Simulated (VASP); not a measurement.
A run of VASP 6.6.1 is set up as follows.

Contents of INCAR:

```
PREC     = Accurate       # precision mode
ENCUT    = 520            # plane-wave cutoff, eV
EDIFF    = 1E-6           # SCF threshold, eV
ISMEAR   = 0              # smearing method
SIGMA    = 0.15           # smearing width, eV
LREAL    = False          # projectors in reciprocal space
LASPH    = True           # aspherical terms in the spheres
NELM     = 100            # most SCF steps
ALGO     = Normal         # electronic algorithm
ISIF     = 2              # what is computed and relaxed
LWAVE    = False          # write WAVECAR
LCHARG   = False          # write CHGCAR
GGA      = PE             # functional
IVDW     = 12             # dispersion correction
NBANDS   = 22             # bands
```

Contents of KPOINTS:

```
Automatic mesh
0
Gamma
  10 10 10
```

The input POSCAR:

```
InSb3
1.0
    4.3546479838      0.0000000000      0.0000000000
    0.0000000000      4.3546479838      0.0000000000
    0.0000000000      0.0000000000      4.7333130259
In Sb
1 3
Direct
    0.0000000000      0.0000000000      0.0000000000
    0.5000000000      0.0000000000      0.5000000000
    0.0000000000      0.5000000000      0.5000000000
    0.5000000000      0.5000000000      0.0000000000
```

Potentials or basis: VASP PAW PBE potentials, release 64 (In_d, Sb).

Command:

```console
$ cat potpaw_PBE.64/In_d/POTCAR potpaw_PBE.64/Sb/POTCAR > POTCAR
$ mpirun -np 1 vasp_std > vasp.out
```

(1) What does it give for the band gap on the k mesh?

(2) Predict the pressure.

Answers

(1) zero (bands 14 and 15 overlap by 5.33 eV).

(2) 14.3 GPa.

Caveat: the cell differs from its parent crystal (strain -0.080 along x and y, +0.000 along z); the cell stands under pressure; spin-orbit coupling is left out, which moves the levels of the heavy elements.
